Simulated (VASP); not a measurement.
Wanted: the native input for a VASP 6.6.1 run.

* Task: single point
* Functional: PBE
* Potentials or basis: VASP PAW PBE potentials, release 64 (Ru_pv, S)
* Cutoff: 520 eV
* k mesh: 6 × 6 × 6
* Occupations: gaussian, width 0.02 eV
* Spin: no spin polarisation
* Dipole correction: no
* Further INCAR settings: ALGO = Normal; EDIFF = 1e-06; NBANDS = 64

The structure of RuS2 lies in POSCAR:

```
RuS2
1.0
    5.6495028099      0.0000000000      0.0000000000
    0.0000000000      5.6495028099      0.0000000000
    0.0000000000      0.0000000000      5.6495028099
Ru S
4 8
Direct
    0.0000000000      0.5000000000      0.5000000000
    0.5000000000      0.5000000000      0.0000000000
    0.5000000000      0.0000000000      0.5000000000
    0.0000000000      0.0000000000      0.0000000000
    0.3868855466      0.1131144534      0.8868855466
    0.1131144534      0.8868855466      0.3868855466
    0.8868855466      0.3868855466      0.1131144534
    0.6131144534      0.6131144534      0.6131144534
    0.3868855466      0.3868855466      0.3868855466
    0.1131144534      0.6131144534      0.8868855466
    0.8868855466      0.1131144534      0.6131144534
    0.6131144534      0.8868855466      0.1131144534
```

These files were run (other wordings do the same):

INCAR

```
SYSTEM = RuS2
ALGO = Normal
EDIFF = 1E-6
ENCUT = 520
GGA = PE
ISIF = 2
ISMEAR = 0
LASPH = .True.
LCHARG = .False.
LREAL = .False.
LWAVE = .False.
NBANDS = 64
NELM = 100
PREC = Accurate
SIGMA = 0.02
```

KPOINTS

```
k-points
0
Gamma
  6 6 6
  0 0 0
```

Potentials or basis: VASP PAW PBE potentials, release 64 (Ru_pv, S).

Command:

```sh
$ cat potpaw_PBE.64/Ru_pv/POTCAR potpaw_PBE.64/S/POTCAR > POTCAR
$ mpirun -np 1 vasp_std > vasp.out
```

Results of the run:

```
Pressure               : -0.3 GPa
Largest force          : 0.008 eV/Å
Band gap on the k mesh : 0.61 eV (least direct gap 0.83 eV)
```

Wall time 7.2 min on 1 thread of Oxide Virtual Turin-like Processor (shared host), peak memory 0.34 GiB.
